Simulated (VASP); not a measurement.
# Pt (I4_1/amd) in VASP: further runs

Runs on Pt. Level: PBE. Tasks: single point.

All numbers are computed with VASP 6.6.1; they aren't measurements. Logs are shortened: lines on timing, memory, paths and dates and some standing lists are left out, and cuts for length are marked.

## 1. The cell of the first run

Symmetry: I4_1/amd, No. 141, tetragonal system. Conventional cell: a = 4.379 Å, b = 4.379 Å, c = 2.349 Å, α = 90.00°, β = 90.00°, γ = 90.00°. Within 3.0 Å of Pt (site symmetry -4m2) lie 10 Pt at 2.27 to 2.81 Å.

## 2. Single point, PBE

Contents of INCAR:

```
  PREC = Accurate
  ENCUT = 520
  EDIFF = 1E-6
  ISMEAR = -1
  SIGMA = 0.05
  LREAL = False
  LASPH = True
  NELM = 100
  ALGO = Normal
  ISIF = 2
  LWAVE = False
  LCHARG = True
  GGA = PE
  LELF = True
  LVHAR = True
  NBANDS = 17
```

Contents of KPOINTS:

```
Automatic mesh
0
Gamma
  18 18 18
```

Contents of POSCAR:

```
Pt
1.0
   -2.1896247486      2.1896247486      1.1743257626
    2.1896247486     -2.1896247486      1.1743257626
    2.1896247486      2.1896247486     -1.1743257626
Pt
2
Direct
   -0.3750000000     -0.1250000000     -0.2500000000
    0.3750000000      0.1250000000      0.2500000000
```

Potentials or basis: VASP PAW PBE potentials, release 64 (Pt).

Command:

```console
$ cat potpaw_PBE.64/Pt/POTCAR > POTCAR
$ mpirun -np 1 vasp_std > vasp.out
```

OUTCAR:

```text
PREC = Accurate
   ENCUT = 520
   EDIFF = 1E-6
   ISMEAR = -1
   LREAL = False
   LASPH = True
   NELM = 100
   ISIF = 2
   GGA = PE

 ion  position               nearest neighbor table
   1  0.625  0.875  0.750-   2 2.27   2 2.27   2 2.27   2 2.27   2 2.81   2 2.81   2 2.81   2 2.81

   2  0.375  0.125  0.250-   1 2.27   1 2.27   1 2.27   1 2.27   1 2.81   1 2.81   1 2.81   1 2.81

  LATTYP: Found a body centered tetragonal cell.
 ALAT       =     4.3792494972
 C/A-ratio  =     0.5363137055

  Lattice vectors:

 A1 = (  -2.1896247486,   2.1896247486,   1.1743257626)
 A2 = (   2.1896247486,  -2.1896247486,   1.1743257626)
 A3 = (   2.1896247486,   2.1896247486,  -1.1743257626)

Analysis of symmetry for initial positions (statically):
=====================================================================
 Subroutine PRICEL returns:
 Original cell was already a primitive cell.

 Routine SETGRP: Setting up the symmetry group for a
 body centered tetragonal supercell.

 Subroutine GETGRP returns: Found 16 space group operations
 (whereof  4 operations were pure point group operations)
 out of a pool of 16 trial point group operations.

The static configuration has the point symmetry C_2h.
 The point group associated with its full space group is D_4h.

Analysis of symmetry for dynamics (positions and initial velocities):
=====================================================================
 Subroutine PRICEL returns:
 Original cell was already a primitive cell.

 Routine SETGRP: Setting up the symmetry group for a
 body centered tetragonal supercell.

 Subroutine GETGRP returns: Found 16 space group operations
 (whereof  4 operations were pure point group operations)
 out of a pool of 16 trial point group operations.

The dynamic configuration has the point symmetry C_2h.
 The point group associated with its full space group is D_4h.

 Subroutine INISYM returns: Found 16 space group operations
 (whereof  4 operations are pure point group operations),
 and found     1 'primitive' translations

----------------------------------------------------------------------------------------

                                     Primitive cell

  volume of cell :      22.5210

  direct lattice vectors                    reciprocal lattice vectors
    -2.189624749  2.189624749  1.174325763     0.000000000  0.228349629  0.425776233
     2.189624749 -2.189624749  1.174325763     0.228349629  0.000000000  0.425776233
     2.189624749  2.189624749 -1.174325763     0.228349629  0.228349629  0.000000000

  length of vectors
     3.311790162  3.311790162  3.311790162     0.483144858  0.483144858  0.322935143

  position of ions in fractional coordinates (direct lattice)
     0.625000000  0.875000000  0.750000000
     0.375000000  0.125000000  0.250000000

  ion indices of the primitive-cell ions
   primitive index   ion index
                 1           1
                 2           2

----------------------------------------------------------------------------------------

 KPOINTS: Automatic mesh

Automatic generation of k-mesh.
 Grid dimensions read from file:
 generate k-points for:   18   18   18

 Generating k-lattice:

  Cartesian coordinates                     Fractional coordinates (reciprocal lattice)
     0.000000000  0.012686091  0.023654235     0.055555556 -0.000000000  0.000000000
     0.012686091  0.000000000  0.023654235    -0.000000000  0.055555556  0.000000000
     0.012686091  0.012686091  0.000000000     0.000000000  0.000000000  0.055555556

  Length of vectors
     0.026841381  0.026841381  0.017940841

  Shift w.r.t. Gamma in fractional coordinates (k-lattice)
     0.000000000  0.000000000  0.000000000

 Subroutine IBZKPT returns following result:
 ===========================================

 Found    480 irreducible k-points:

 Following reciprocal coordinates:
            Coordinates               Weight
  0.000000  0.000000  0.000000      1.000000
  0.055556  0.000000 -0.000000      8.000000
  0.111111  0.000000 -0.000000      8.000000
  0.166667  0.000000  0.000000      8.000000
  0.222222 -0.000000  0.000000      8.000000
  0.277778  0.000000  0.000000      8.000000
[... 16 lines left out ...]
 -0.277778  0.055556 -0.000000     16.000000
 -0.222222  0.055556  0.000000     16.000000
 [... further k-points ...]
   k-points           NKPTS =    480   k-points in BZ     NKDIM =    480   number of bands    NBANDS=     17
   number of dos      NEDOS =    301   number of ions     NIONS =      2
   total plane-waves  NPLWV =  21952
   dimension x,y,z NGX =    28 NGY =   28 NGZ =   28
   dimension x,y,z NGXF=    56 NGYF=   56 NGZF=   56
   ions per type =               2
   NGX,Y,Z   is equivalent  to a cutoff of  14.06, 14.06, 14.06 a.u.
   NGXF,Y,Z  is equivalent  to a cutoff of  28.11, 28.11, 28.11 a.u.
 SYSTEM =  unknown system
   PREC   = accura    normal or accurate (medium, high low for compatibility)
   ISTART =      0    job   : 0-new  1-cont  2-samecut
   ICHARG =      2    charge: 1-file 2-atom 10-const
   ISPIN  =      1    spin polarized calculation?
   LNONCOLLINEAR =      F non collinear calculations
   LSORBIT =      F    spin-orbit coupling
   LASPH  =      T    aspherical Exc in radial PAW
   ENCUT  =  520.0 eV  38.22 Ry    6.18 a.u.   6.16  6.16  6.16*2*pi/ulx,y,z
   NELM   =    100;   NELMIN=  2; NELMDL= -5     # of ELM steps
   EDIFF  = 0.1E-05   stopping-criterion for ELM
   LREAL  =      F    real-space projection
   EDIFFG = 0.1E-04   stopping-criterion for IOM
   NSW    =      0    number of steps for IOM
   IBRION =     -1    ionic relax: 0-MD 1-quasi-New 2-CG
   NFREE  =      0    steps in history (QN), initial steepest desc. (CG)
   ISIF   =      2    stress and relaxation
   ISYM   =      2    0-nonsym 1-usesym 2-fastsym
   POTIM  = 0.5000    time-step for ionic-motion
   TEBEG  =    0.0;   TEEND  =   0.0 temperature during run
   PSTRESS=    0.0 pullay stress
   NELECT =      20.0000    total number of electrons
   NUPDOWN=      -1.0000    fix difference up-down
   EMIN   =  10.00;   EMAX   =-10.00  energy-range for DOS
   EFERMI =   0.00;   METHOD = LEGACY
   ISMEAR =    -1;   SIGMA  =   0.05  broadening in eV -4-tet -1-fermi 0-gaus
   EFERMI_NEDOS =   21; number of points for ismear=-14 and -15
   IALGO  =     38    algorithm
   IMIX   =      4    mixing-type and parameters
     AMIX     =   0.40;   BMIX     =  1.00
     AMIX_MAG =   1.60;   BMIX_MAG =  1.00
  volume/ion in A,a.u.               =      11.26        75.99
  Fermi-wavevector in a.u.,A,eV,Ry     =   1.573580  2.973635 33.690123  2.476154
  Thomas-Fermi vector in A             =   2.674843
   LORBIT       =      0    0 simple, 1 ext, 2 COOP (PROOUT), +10 PAW based schemes
   GGA     = PE    functional components
   LHFCALC =     F    Hartree Fock is set to
   AEXX    =    0.0000 exact exchange contribution
   IVDW    =     0    specifies the selected vdW correction
   LEPSILON=     F    determine dielectric tensor
   LRPA    =     F    only Hartree local field effects (RPA)
 non-spin polarized calculation
  energy-cutoff  :      520.00
  volume of cell :       22.52
 maximum number of plane-waves:       624
 NGX is ok and might be reduce to    28
   NGX = 13   NGY = 13   NGZ = 13

 number of electron      19.9999997 magnetization

 Free energy of the ion-electron system (eV)
  ---------------------------------------------------
  ext. energy  EPLUGINS =         0.00000000
  ---------------------------------------------------
  free energy    TOTEN  =        -5.40090458 eV

  energy without entropy =       -5.39025436  energy(sigma->0) =       -5.39557947

 E-fermi :  17.8911     XC(G=0): -15.2037

 val. band max:       17.8909478770   @ k =   0.3333   0.1667  -0.0000
 cond. band min:      17.8952701345   @ k =  -0.2222   0.1111  -0.0000
 fundamental gap:      0.0043222575
 Fermi energy:        17.8911361830

 k-point     1 :       0.0000    0.0000    0.0000
  band No.  band energies     occupation
      1       4.1539      2.00000
      2       6.4215      2.00000
      3       7.9399      2.00000
      4       8.7176      2.00000
      5       9.6013      2.00000
      6      15.3299      2.00000
[... 9 lines left out ...]
     16      35.9341      0.00000
     17      37.0546      0.00000

 k-point     2 :       0.0556    0.0000   -0.0000
  band No.  band energies     occupation
      1       4.3254      2.00000
      2       6.5096      2.00000
      3       7.9755      2.00000
      4       8.9369      2.00000
      5       9.7281      2.00000
      6      14.4079      2.00000
[... 9 lines left out ...]
     16      35.8999      0.00000
     17      36.9050      0.00000

 k-point     3 :       0.1111    0.0000   -0.0000
  band No.  band energies     occupation
      1       4.8176      2.00000
      2       6.7664      2.00000
      3       8.1075      2.00000
      4       9.5262      2.00000
      5      10.0897      2.00000
      6      13.2646      2.00000
[... 9 lines left out ...]
     16      36.1020      0.00000
     17      36.4723      0.00000

 k-point     4 :       0.1667    0.0000    0.0000
  band No.  band energies     occupation
      1       5.5597      2.00000
      2       7.1651      2.00000
      3       8.3234      2.00000
      4      10.2192      2.00000
      5      10.7027      2.00000
      6      12.1365      2.00000
[... 9 lines left out ...]
     16      35.7984      0.00000
     17      37.6080      0.00000

 k-point     5 :       0.2222   -0.0000    0.0000
  band No.  band energies     occupation
      1       6.4193      2.00000
      2       7.6360      2.00000
      3       8.5125      2.00000
      4      10.5160      2.00000
      5      11.1904      2.00000
      6      11.6381      2.00000
[... 9 lines left out ...]
     16      35.1612      0.00000
     17      37.5268      0.00000

 k-point     6 :       0.2778    0.0000    0.0000
  band No.  band energies     occupation
      1       7.1753      2.00000
      2       8.0001      2.00000
      3       8.5619      2.00000
      4      10.6435      2.00000
      5      10.7637      2.00000
      6      12.0764      2.00000
[... 9 lines left out ...]
     16      34.6761      0.00000
     17      37.6320      0.00000

 k-point     7 :       0.3333   -0.0000    0.0000
  band No.  band energies     occupation
      1       7.5130      2.00000
      2       8.0022      2.00000
      3       8.7220      2.00000
      4      10.6880      2.00000
      5      10.7460      2.00000
      6      12.3686      2.00000
[... 9 lines left out ...]
     16      34.9084      0.00000
     17      36.4561      0.00000

 k-point     8 :       0.3889   -0.0000    0.0000
  band No.  band energies     occupation
      1       7.4870      2.00000
      2       7.7502      2.00000
      3       9.0528      2.00000
      4      10.1431      2.00000
      5      11.3401      2.00000
      6      13.3252      2.00000
[... 9 lines left out ...]
     16      34.9436      0.00000
     17      35.6741      0.00000
[... 203 lines left out ...]
      1       7.4795      2.00000
      2       7.4910      2.00000
      3       9.1543      2.00000
      4       9.8395      2.00000
      5      12.3246      2.00000
      6      12.8187      2.00000
[... 9 lines left out ...]
     16      34.5157      0.00000
     17      35.9860      0.00000

 k-point    20 :      -0.4444    0.0556    0.0000
  band No.  band energies     occupation
      1       7.5736      2.00000
      2       7.6964      2.00000
      3       9.1820      2.00000
      4       9.8955      2.00000
      5      11.8010      2.00000
      6      13.0104      2.00000
[... 9 lines left out ...]
     16      35.1164      0.00000
     17      35.4827      0.00000

 k-point    21 :      -0.3889    0.0556   -0.0000
  band No.  band energies     occupation
      1       7.6147      2.00000
      2       7.9477      2.00000
      3       8.9300      2.00000
      4      10.3474      2.00000
      5      11.2621      2.00000
      6      12.6103      2.00000
[... 9 lines left out ...]
     16      34.9454      0.00000
     17      36.2455      0.00000

 k-point    22 :      -0.3333    0.0556   -0.0000
  band No.  band energies     occupation
      1       7.3547      2.00000
      2       8.0440      2.00000
      3       8.7171      2.00000
      4      10.6324      2.00000
      5      11.1250      2.00000
      6      11.9369      2.00000
[... 9 lines left out ...]
     16      34.6624      0.00000
     17      37.3010      0.00000

 k-point    23 :      -0.2778    0.0556   -0.0000
  band No.  band energies     occupation
      1       6.6662      2.00000
      2       7.8043      2.00000
      3       8.6373      2.00000
      4      10.4478      2.00000
      5      11.1510      2.00000
      6      11.7826      2.00000
[... 9 lines left out ...]
     16      34.8934      0.00000
     17      38.0129      0.00000

 k-point    24 :      -0.2222    0.0556    0.0000
  band No.  band energies     occupation
      1       5.8103      2.00000
      2       7.3594      2.00000
      3       8.4700      2.00000
      4      10.0318      2.00000
      5      10.5798      2.00000
      6      12.3431      2.00000
[... 9 lines left out ...]
     16      35.7710      0.00000
     17      37.5146      0.00000

 [... further k-points ...]

------------------------ aborting loop because EDIFF is reached ----------------------------------------

  FORCE on cell =-STRESS in cart. coord.  units (eV):
  Direction    XX          YY          ZZ          XY          YZ          ZX
  --------------------------------------------------------------------------------------
  -------------------------------------------------------------------------------------
  Total       36.2241920     36.2241920     36.5416974      0.0000000     -0.0000000      0.0000000
  in kB     2577.0409722   2577.0409722   2599.6287624      0.0000000     -0.0000000      0.0000000
  external PRESSURE =    2584.5702356 kB  Pullay stress =       0.0000000 kB

 VOLUME and BASIS-vectors are now :
 -----------------------------------------------------------------------------
  energy-cutoff  :      520.00
  volume of cell :       22.52
      direct lattice vectors                 reciprocal lattice vectors
    -2.189624749  2.189624749  1.174325763     0.000000000  0.228349629  0.425776233
     2.189624749 -2.189624749  1.174325763     0.228349629  0.000000000  0.425776233
     2.189624749  2.189624749 -1.174325763     0.228349629  0.228349629  0.000000000

 POSITION                                       TOTAL-FORCE (eV/Angst)
 -----------------------------------------------------------------------------------
      2.18962      1.09481      0.88074        -0.000000     -0.000000      0.000000
      0.00000      1.09481      0.29358         0.000000      0.000000     -0.000000
 -----------------------------------------------------------------------------------
    total drift:                                0.000000      0.000000     -0.000000

  FREE ENERGIE OF THE ION-ELECTRON SYSTEM (eV)
  ---------------------------------------------------
  free  energy   TOTEN  =        -5.4009045849 eV

  energy  without entropy=       -5.3902543559  energy(sigma->0) =       -5.39557947
```

It took 76 s on 1 thread of Intel Xeon 6975P-C (Granite Rapids), shared host; peak memory 0.29 GiB.

Results:

* Free energy: -5.4009 eV
* Pressure: 258.5 GPa
* Band gap on the k mesh: zero (bands 10 and 11 overlap by 3.53 eV)

Stress tensor (GPa, compression positive):
```
257.70   0.00   0.00
  0.00 257.70   0.00
  0.00   0.00 259.96
```

Caveat: the cell stands under pressure; spin-orbit coupling is left out, which moves the levels of the heavy elements.

## 3. Single point, PBE

Contents of INCAR:

```
SYSTEM = Pt
ALGO = Normal
EDIFF = 1E-6
ENCUT = 520
GGA = PE
ISIF = 2
ISMEAR = -1
LASPH = .TRUE.
LCHARG = .TRUE.
LELF = .TRUE.
LREAL = .FALSE.
LVHAR = .TRUE.
LWAVE = .FALSE.
NBANDS = 17
NELM = 100
PREC = Accurate
SIGMA = 0.05
```

Contents of KPOINTS:

```
k-points
0
G
  18 18 18
  0 0 0
```

Contents of POSCAR:

```
Pt
1.0
   -2.1894990952      2.1894990952      1.1742516539
    2.1894990952     -2.1894990952      1.1742516539
    2.1894990952      2.1894990952     -1.1742516539
Pt
2
Direct
   -0.3750000000     -0.1250000000     -0.2500000000
    0.3750000000      0.1250000000      0.2500000000
```

Potentials or basis: VASP PAW PBE potentials, release 64 (Pt).

Command:

```console
$ cat potpaw_PBE.64/Pt/POTCAR > POTCAR
$ mpirun -np 1 vasp_std > vasp.out
```

Run time: 76 s. Hardware: 1 thread of Intel Xeon 6975P-C (Granite Rapids), shared host; peak memory 0.29 GiB.

Results (log left out):

| Item | Value |
| --- | --- |
| Free energy | -5.3944 eV |
| Pressure | 258.7 GPa |
| Band gap on the k mesh | zero (bands 10 and 11 overlap by 3.53 eV) |

Stress tensor (GPa, compression positive):
```
257.92   0.00   0.00
  0.00 257.92   0.00
  0.00   0.00 260.20
```

Levels at points of the mesh, in eV from the Fermi level:
```
           k point  band 7  band 8  band 9  band 10  band 11  band 12  band 13  band 14
(0.00, 0.00, 0.00)   -2.56   -2.50   -2.50     0.88     2.94     5.39     5.39    16.94
(0.50, 0.00, 0.00)   -3.03   -2.35   -0.60    -0.44     3.78     7.73     8.57     9.18
(0.50, 0.50, 0.00)   -3.87   -3.87   -1.08    -1.08    -0.60    -0.60    13.28    13.28
(0.50, 0.50, 0.50)   -2.78   -2.78   -1.89    -1.89    -1.80    -1.80     8.05     8.05
```

Caveat: the cell stands under pressure; spin-orbit coupling is left out, which moves the levels of the heavy elements.
